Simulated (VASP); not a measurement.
# As (Pm-3m) in VASP: further runs, part 4 of 4

VASP 6.6.1. Earlier steps stand in the parts before.

## 6. Single point, PBE (volume scaled by 1.04)

INCAR reads:

```
PREC = Accurate
ENCUT = 520
EDIFF = 1E-7
ISMEAR = -1
SIGMA = 0.1
LREAL = F
LASPH = T
NELM = 80
ALGO = Normal
ISIF = 2
LWAVE = F
LCHARG = F
GGA = PE
NBANDS = 8
```

KPOINTS reads:

```
Automatic mesh
0
Gamma
  13 13 13
```

POSCAR reads:

```
As
1.0
    2.7702907476      0.0000000000      0.0000000000
    0.0000000000      2.7702907476      0.0000000000
    0.0000000000      0.0000000000      2.7702907476
As
1
Direct
    0.0000000000      0.0000000000      0.0000000000
```

Potentials or basis: VASP PAW PBE potentials, release 64 (As).

On the command line:

```sh
$ cat potpaw_PBE.64/As/POTCAR > POTCAR
$ mpirun -np 1 vasp_std > vasp.out
```

OUTCAR:

```text
PREC = Accurate
   ENCUT = 520
   EDIFF = 1E-7
   ISMEAR = -1
   LREAL = F
   LASPH = T
   NELM = 80
   ISIF = 2
   GGA = PE

 ion  position               nearest neighbor table
   1  0.000  0.000  0.000-

  LATTYP: Found a simple cubic cell.
 ALAT       =     2.7702907476

  Lattice vectors:

 A1 = (   2.7702907476,   0.0000000000,   0.0000000000)
 A2 = (   0.0000000000,   2.7702907476,   0.0000000000)
 A3 = (   0.0000000000,   0.0000000000,   2.7702907476)

Analysis of symmetry for initial positions (statically):
=====================================================================
 Subroutine PRICEL returns:
 Original cell was already a primitive cell.

 Routine SETGRP: Setting up the symmetry group for a
 simple cubic supercell.

 Subroutine GETGRP returns: Found 48 space group operations
 (whereof 48 operations were pure point group operations)
 out of a pool of 48 trial point group operations.

The static configuration has the point symmetry O_h .

Analysis of symmetry for dynamics (positions and initial velocities):
=====================================================================
 Subroutine PRICEL returns:
 Original cell was already a primitive cell.

 Routine SETGRP: Setting up the symmetry group for a
 simple cubic supercell.

 Subroutine GETGRP returns: Found 48 space group operations
 (whereof 48 operations were pure point group operations)
 out of a pool of 48 trial point group operations.

The dynamic configuration has the point symmetry O_h .

 Subroutine INISYM returns: Found 48 space group operations
 (whereof 48 operations are pure point group operations),
 and found     1 'primitive' translations

----------------------------------------------------------------------------------------

                                     Primitive cell

  volume of cell :      21.2606

  direct lattice vectors                    reciprocal lattice vectors
     2.770290748  0.000000000  0.000000000     0.360972942  0.000000000  0.000000000
     0.000000000  2.770290748  0.000000000     0.000000000  0.360972942  0.000000000
     0.000000000  0.000000000  2.770290748     0.000000000  0.000000000  0.360972942

  length of vectors
     2.770290748  2.770290748  2.770290748     0.360972942  0.360972942  0.360972942

  position of ions in fractional coordinates (direct lattice)
     0.000000000  0.000000000  0.000000000

  ion indices of the primitive-cell ions
   primitive index   ion index
                 1           1

----------------------------------------------------------------------------------------

 KPOINTS: Automatic mesh

Automatic generation of k-mesh.
 Grid dimensions read from file:
 generate k-points for:   13   13   13

 Generating k-lattice:

  Cartesian coordinates                     Fractional coordinates (reciprocal lattice)
     0.027767149  0.000000000  0.000000000     0.076923077  0.000000000  0.000000000
     0.000000000  0.027767149  0.000000000     0.000000000  0.076923077  0.000000000
     0.000000000  0.000000000  0.027767149     0.000000000  0.000000000  0.076923077

  Length of vectors
     0.027767149  0.027767149  0.027767149

  Shift w.r.t. Gamma in fractional coordinates (k-lattice)
     0.000000000  0.000000000  0.000000000

 Subroutine IBZKPT returns following result:
 ===========================================

 Found     84 irreducible k-points:

 Following reciprocal coordinates:
            Coordinates               Weight
  0.000000  0.000000  0.000000      1.000000
  0.076923  0.000000  0.000000      6.000000
  0.153846  0.000000  0.000000      6.000000
  0.230769  0.000000  0.000000      6.000000
  0.307692  0.000000  0.000000      6.000000
  0.384615  0.000000  0.000000      6.000000
[... 16 lines left out ...]
  0.307692  0.307692  0.000000     12.000000
  0.384615  0.307692  0.000000     24.000000
 [... further k-points ...]
   k-points           NKPTS =     84   k-points in BZ     NKDIM =     84   number of bands    NBANDS=      8
   number of dos      NEDOS =    301   number of ions     NIONS =      1
   total plane-waves  NPLWV =  13824
   dimension x,y,z NGX =    24 NGY =   24 NGZ =   24
   dimension x,y,z NGXF=    48 NGYF=   48 NGZF=   48
   ions per type =               1
   NGX,Y,Z   is equivalent  to a cutoff of  14.40, 14.40, 14.40 a.u.
   NGXF,Y,Z  is equivalent  to a cutoff of  28.80, 28.80, 28.80 a.u.
 SYSTEM =  unknown system
   PREC   = accura    normal or accurate (medium, high low for compatibility)
   ISTART =      0    job   : 0-new  1-cont  2-samecut
   ICHARG =      2    charge: 1-file 2-atom 10-const
   ISPIN  =      1    spin polarized calculation?
   LNONCOLLINEAR =      F non collinear calculations
   LSORBIT =      F    spin-orbit coupling
   LASPH  =      T    aspherical Exc in radial PAW
   ENCUT  =  520.0 eV  38.22 Ry    6.18 a.u.   5.15  5.15  5.15*2*pi/ulx,y,z
   NELM   =     80;   NELMIN=  2; NELMDL= -5     # of ELM steps
   EDIFF  = 0.1E-06   stopping-criterion for ELM
   LREAL  =      F    real-space projection
   EDIFFG = 0.1E-05   stopping-criterion for IOM
   NSW    =      0    number of steps for IOM
   IBRION =     -1    ionic relax: 0-MD 1-quasi-New 2-CG
   NFREE  =      0    steps in history (QN), initial steepest desc. (CG)
   ISIF   =      2    stress and relaxation
   ISYM   =      2    0-nonsym 1-usesym 2-fastsym
   POTIM  = 0.5000    time-step for ionic-motion
   TEBEG  =    0.0;   TEEND  =   0.0 temperature during run
   PSTRESS=    0.0 pullay stress
   NELECT =       5.0000    total number of electrons
   NUPDOWN=      -1.0000    fix difference up-down
   EMIN   =  10.00;   EMAX   =-10.00  energy-range for DOS
   EFERMI =   0.00;   METHOD = LEGACY
   ISMEAR =    -1;   SIGMA  =   0.10  broadening in eV -4-tet -1-fermi 0-gaus
   EFERMI_NEDOS =   21; number of points for ismear=-14 and -15
   IALGO  =     38    algorithm
   IMIX   =      4    mixing-type and parameters
     AMIX     =   0.40;   BMIX     =  1.00
     AMIX_MAG =   1.60;   BMIX_MAG =  1.00
  volume/ion in A,a.u.               =      21.26       143.47
  Fermi-wavevector in a.u.,A,eV,Ry     =   1.010507  1.909582 13.893251  1.021125
  Thomas-Fermi vector in A             =   2.143501
   LORBIT       =      0    0 simple, 1 ext, 2 COOP (PROOUT), +10 PAW based schemes
   GGA     = PE    functional components
   LHFCALC =     F    Hartree Fock is set to
   AEXX    =    0.0000 exact exchange contribution
   IVDW    =     0    specifies the selected vdW correction
   LEPSILON=     F    determine dielectric tensor
   LRPA    =     F    only Hartree local field effects (RPA)
 non-spin polarized calculation
  energy-cutoff  :      520.00
  volume of cell :       21.26
 maximum number of plane-waves:       587
 NGX is ok and might be reduce to    24
   NGX = 11   NGY = 11   NGZ = 11

 number of electron       4.9999999 magnetization

 Free energy of the ion-electron system (eV)
  ---------------------------------------------------
  ext. energy  EPLUGINS =         0.00000000
  ---------------------------------------------------
  free energy    TOTEN  =        -4.56984568 eV

  energy without entropy =       -4.55949790  energy(sigma->0) =       -4.56467179

 E-fermi :   5.2008     XC(G=0): -10.1184

 val. band max:        5.1882233154   @ k =   0.3077   0.2308   0.1538
 cond. band min:       5.2697083440   @ k =   0.3846   0.3077   0.3077
 fundamental gap:      0.0814850285
 Fermi energy:         5.2007921597

 k-point     1 :       0.0000    0.0000    0.0000
  band No.  band energies     occupation
      1      -9.2208      2.00000
      2       9.0016      0.00000
      3       9.0016      0.00000
      4       9.0016      0.00000
      5      13.5592      0.00000
      6      13.5592      0.00000
      7      15.0534      0.00000
      8      29.1184      0.00000

 k-point     2 :       0.0769    0.0000    0.0000
  band No.  band energies     occupation
      1      -9.1195      2.00000
      2       7.7638      0.00000
      3       9.0892      0.00000
      4       9.0892      0.00000
      5      13.6518      0.00000
      6      14.3400      0.00000
      7      15.7903      0.00000
      8      27.5251      0.00000
[... 221 lines left out ...]
 k-point    23 :       0.3077    0.3077    0.0000
  band No.  band energies     occupation
      1      -6.1720      2.00000
      2       2.6686      2.00000
      3       3.0884      2.00000
      4      11.4143      0.00000
      5      12.7548      0.00000
      6      17.3686      0.00000
      7      22.6594      0.00000
      8      23.3189      0.00000

 k-point    24 :       0.3846    0.3077    0.0000
  band No.  band energies     occupation
      1      -5.4699      2.00000
      2       1.2726      2.00000
      3       3.4900      2.00000
      4      11.3305      0.00000
      5      11.8678      0.00000
      6      18.1526      0.00000
      7      21.6840      0.00000
      8      22.9207      0.00000

 [... further k-points ...]
[... 5 lines left out ...]
  --------------------------------------------------------------------------------------
  -------------------------------------------------------------------------------------
  Total       -0.4031449     -0.4031449     -0.4031449     -0.0000000      0.0000000     -0.0000000
  in kB      -30.3805566    -30.3805566    -30.3805566     -0.0000000      0.0000000     -0.0000000
  external PRESSURE =     -30.3805566 kB  Pullay stress =       0.0000000 kB

 VOLUME and BASIS-vectors are now :
 -----------------------------------------------------------------------------
  energy-cutoff  :      520.00
  volume of cell :       21.26
      direct lattice vectors                 reciprocal lattice vectors
     2.770290748  0.000000000  0.000000000     0.360972942  0.000000000  0.000000000
     0.000000000  2.770290748  0.000000000     0.000000000  0.360972942  0.000000000
     0.000000000  0.000000000  2.770290748     0.000000000  0.000000000  0.360972942

 POSITION                                       TOTAL-FORCE (eV/Angst)
 -----------------------------------------------------------------------------------
      0.00000      0.00000      0.00000         0.000000      0.000000      0.000000
 -----------------------------------------------------------------------------------
    total drift:                                0.000000      0.000000     -0.000000

  FREE ENERGIE OF THE ION-ELECTRON SYSTEM (eV)
  ---------------------------------------------------
  free  energy   TOTEN  =        -4.5698456787 eV

  energy  without entropy=       -4.5594979014  energy(sigma->0) =       -4.56467179
```

OSZICAR:

```text
N       E                     dE             d eps       ncg     rms          rms(c)
DAV:   1     0.316711502904E+01    0.31671E+01   -0.21365E+03  1352   0.466E+02
DAV:   2    -0.447272504310E+01   -0.76398E+01   -0.73066E+01  1744   0.518E+01
DAV:   3    -0.456471983631E+01   -0.91995E-01   -0.91766E-01  1600   0.628E+00
DAV:   4    -0.456481989940E+01   -0.10006E-03   -0.10006E-03  2040   0.235E-01
DAV:   5    -0.456481995362E+01   -0.54217E-07   -0.54224E-07  1616   0.360E-03    0.183E+00
DAV:   6    -0.456767680152E+01   -0.28568E-02   -0.94420E-04  1720   0.209E-01    0.108E+00
DAV:   7    -0.456979520876E+01   -0.21184E-02   -0.23842E-03  1464   0.325E-01    0.772E-02
DAV:   8    -0.456984315508E+01   -0.47946E-04   -0.75114E-05  1728   0.612E-02    0.441E-03
DAV:   9    -0.456984526124E+01   -0.21062E-05   -0.15770E-06  1832   0.870E-03    0.269E-03
DAV:  10    -0.456984564932E+01   -0.38808E-06   -0.89267E-07  1520   0.579E-03    0.250E-04
DAV:  11    -0.456984567869E+01   -0.29373E-07   -0.43292E-09  1168   0.422E-04
   1 F= -.45698457E+01 E0= -.45646718E+01  d E =-.103478E-01
```

Run time: 9.3 s. Hardware: 1 thread of AMD EPYC 7R13 (Zen 3), shared host; peak memory 0.11 GiB.

Results:

```
Free energy : -4.5698 eV
Pressure    : -3.0 GPa
```

## 7. The runs side by side

```csv
cell,gap on the mesh (eV),pressure (GPa)
"a = 2.620 Å, 1 atom",none,13.5
"a = 2.659 Å, 1 atom",none,7.9
"a = 2.697 Å, 1 atom",none,3.4
"a = 2.734 Å, 1 atom",none,-0.2
"a = 2.770 Å, 1 atom",none,-3.0
```

Alike in all rows: task single point; level PBE; potentials or basis VASP PAW PBE potentials, release 64 (As); no spin polarisation; k mesh 13 × 13 × 13; cutoff (eV) 520; smearing fermi-dirac 0.1 eV.

Absolute energies hang on the potentials; compare differences alone.
